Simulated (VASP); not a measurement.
C, 4 atoms in the cell. The typed cell holds 4 atoms: a = 2.488 Å, b = 2.488 Å, c = 7.378 Å, α = 90.00°, β = 90.00°, γ = 117.70°.  This cell differs from its parent crystal: normal strain along x +0.0467, normal strain along y +0.0000.

```yaml
Program: VASP 6.6.1
Task: single point
Functional: PBEsol
Potentials_or_basis: VASP PAW PBE potentials, release 64 (C)
Cutoff: 520 eV
k_mesh: 18 × 18 × 6
Occupations: gaussian, width 0.15 eV
Spin: no spin polarisation
Dipole_correction: no
Further_INCAR_settings: ALGO = Normal; EDIFF = 1e-06; NBANDS = 16
```

Potentials or basis: VASP PAW PBE potentials, release 64 (C).

Run with:

```bash
$ cat potpaw_PBE.64/C/POTCAR > POTCAR
$ mpirun -np 1 vasp_std > vasp.out
```

Hardware: 1 thread of Intel(R) Xeon(R) Platinum 8488C (Sapphire Rapids) (shared host).

Q: How long does it take, and how much memory?

A: Run time: 3.1 min on 1 thread of Intel(R) Xeon(R) Platinum 8488C (Sapphire Rapids), on a shared host, peak memory 0.28 GiB. Counts: scf iterations 13, k points 364.
